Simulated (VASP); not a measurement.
# ScSi2 (P6/mmm) in VASP: notebook, part 2 of 2

VASP 6.6.1. Earlier steps stand in the parts before.

**3. Electric field gradients, r2SCAN**

POSCAR reads:

```
ScSi2
1.0
    4.0387423588      0.0000000000      0.0000000000
   -2.0193711794      3.4976534821      0.0000000000
    0.0000000000      0.0000000000      3.5961320000
Sc Si
1 2
Direct
    0.0000000000      0.0000000000      0.0000000000
    0.3333333333      0.6666666667      0.5000000000
    0.6666666667      0.3333333333      0.5000000000
```

INCAR.step1 reads:

```
SYSTEM = ScSi2
  PREC = Accurate
  ENCUT = 520
  ISMEAR = -1
  SIGMA = 0.05
  LREAL = .FALSE.
  LASPH = .TRUE.
  NELM = 100
  NBANDS = 16
  GGA = PE
  ALGO = Normal
  EDIFF = 1E-4
  LWAVE = .TRUE.
  LCHARG = .FALSE.
```

INCAR.step2 reads:

```
SYSTEM = ScSi2
  PREC = Accurate
  ENCUT = 520
  EDIFF = 1E-8
  ISMEAR = -1
  SIGMA = 0.05
  LREAL = .FALSE.
  LASPH = .TRUE.
  NELM = 100
  ALGO = Normal
  ISIF = 2
  LWAVE = .FALSE.
  LCHARG = .FALSE.
  METAGGA = R2SCAN
  LMIXTAU = .TRUE.
  LEFG = .TRUE.
  NBANDS = 16
  ISTART = 1
```

KPOINTS reads:

```
Automatic mesh
0
G
  12 12 11
  0 0 0
```

Potentials or basis: VASP PAW PBE potentials, release 64 (Sc_sv, Si).

Command:

```sh
cat potpaw_PBE.64/Sc_sv/POTCAR potpaw_PBE.64/Si/POTCAR > POTCAR
cp INCAR.step1 INCAR
mpirun -np 1 vasp_std > vasp.out
cp INCAR.step2 INCAR
mpirun -np 1 vasp_std > vasp.out
```

OUTCAR:

```text
SYSTEM = ScSi2
   PREC = Accurate
   ENCUT = 520
   EDIFF = 1E-8
   ISMEAR = -1
   LREAL = .FALSE.
   LASPH = .TRUE.
   NELM = 100
   ISIF = 2
   METAGGA = R2SCAN
   ISTART = 1

 ion  position               nearest neighbor table
   1  0.000  0.000  0.000-   2 2.94   3 2.94   2 2.94   3 2.94   3 2.94   3 2.94   2 2.94   2 2.94
                             3 2.94   3 2.94   2 2.94   2 2.94
   2  0.333  0.667  0.500-   3 2.33   3 2.33   3 2.33   1 2.94   1 2.94   1 2.94   1 2.94   1 2.94
                             1 2.94
   3  0.667  0.333  0.500-   2 2.33   2 2.33   2 2.33   1 2.94   1 2.94   1 2.94   1 2.94   1 2.94
                             1 2.94

  LATTYP: Found a hexagonal cell.
 ALAT       =     4.0387423588
[... 683 lines left out ...]
 ion       V_xx      V_yy      V_zz      V_xy      V_xz      V_yz
---------------------------------------------------------------------
   1      10.072    10.072   -20.144    -0.000    -0.000     0.000
   2       3.619     3.619    -7.238     0.000     0.000    -0.000
   3       3.619     3.619    -7.238     0.000    -0.000    -0.000
---------------------------------------------------------------------

 Electric field gradients after diagonalization (V/A^2)
 (convention: |V_zz| > |V_xx| > |V_yy|)
----------------------------------------------------------------------
 ion       V_xx      V_yy      V_zz     asymmetry (V_yy - V_xx)/ V_zz
----------------------------------------------------------------------
   1      10.072    10.071   -20.144       0.000
   2       3.619     3.619    -7.238       0.000
   3       3.619     3.619    -7.238       0.000
----------------------------------------------------------------------

           NMR quadrupolar parameters

 Cq : quadrupolar parameter    Cq=e*Q*V_zz/h
 eta: asymmetry parameters     (V_yy - V_xx)/ V_zz
 Q  : nuclear electric quadrupole moment in mb (millibarn)
----------------------------------------------------------------------
 ion       Cq(MHz)       eta       Q (mb)
----------------------------------------------------------------------
   1      -0.049       0.000       1.000
   2      -0.018       0.000       1.000
   3      -0.018       0.000       1.000
----------------------------------------------------------------------
```

OUTCAR.step1:

```text
SYSTEM = ScSi2
   PREC = Accurate
   ENCUT = 520
   ISMEAR = -1
   LREAL = .FALSE.
   LASPH = .TRUE.
[... 683 lines left out ...]
      0.00000      0.00000      0.00000         0.000000      0.000000      0.000000
     -0.00000      2.33177      1.79807         0.000000      0.000000      0.000000
      2.01937      1.16588      1.79807        -0.000000     -0.000000      0.000000
 -----------------------------------------------------------------------------------
    total drift:                                0.000000     -0.000000      0.000000

  FREE ENERGIE OF THE ION-ELECTRON SYSTEM (eV)
  ---------------------------------------------------
  free  energy   TOTEN  =       -18.2239294539 eV

  energy  without entropy=      -18.2125998895  energy(sigma->0) =      -18.21826467
```

OSZICAR.step1:

```text
N       E                     dE             d eps       ncg     rms          rms(c)
DAV:   1     0.113559840566E+03    0.11356E+03   -0.80657E+03  3688   0.110E+03
DAV:   2    -0.144601191923E+02   -0.12802E+03   -0.12514E+03  3704   0.319E+02
DAV:   3    -0.199927851229E+02   -0.55327E+01   -0.52983E+01  5584   0.624E+01
DAV:   4    -0.201044760121E+02   -0.11169E+00   -0.11154E+00  4680   0.900E+00
DAV:   5    -0.201080487098E+02   -0.35727E-02   -0.35724E-02  5496   0.160E+00    0.915E+00
DAV:   6    -0.182636101469E+02    0.18444E+01   -0.66207E+00  6064   0.249E+01    0.347E+00
DAV:   7    -0.182398503122E+02    0.23760E-01   -0.20242E-01  4512   0.320E+00    0.206E+00
DAV:   8    -0.182247362724E+02    0.15114E-01   -0.35281E-02  5584   0.180E+00    0.365E-01
DAV:   9    -0.182240650851E+02    0.67119E-03   -0.87126E-03  5744   0.983E-01    0.165E-01
DAV:  10    -0.182242834498E+02   -0.21836E-03   -0.49660E-03  5616   0.697E-01    0.110E-01
DAV:  11    -0.182239293366E+02    0.35411E-03   -0.19074E-03  5536   0.437E-01    0.161E-02
DAV:  12    -0.182239294539E+02   -0.11728E-06   -0.21687E-05  2112   0.325E-02
   1 F= -.18223929E+02 E0= -.18218265E+02  d E =-.113296E-01
```

It took 3.3 min on 1 thread of Intel Xeon 6975P-C (Granite Rapids), shared host; peak memory 0.23 GiB.

What came out:

| Item | Value |
| --- | --- |
| Free energy | -30.0343 eV |
| Pressure | -0.9 GPa |

Electric field gradients, principal values (V/Å²):
```tsv
atom	least	middle	greatest (by size)
1 Sc	10.071	10.072	-20.144
2 Si	3.619	3.619	-7.238
3 Si	3.619	3.619	-7.238
```

Caveat: without QUAD_EFG the Cq values of the log hold for a quadrupole moment of 1 mb, not for the nuclei; the PAW data sets were made with another functional, which shifts forces and pressure a little.
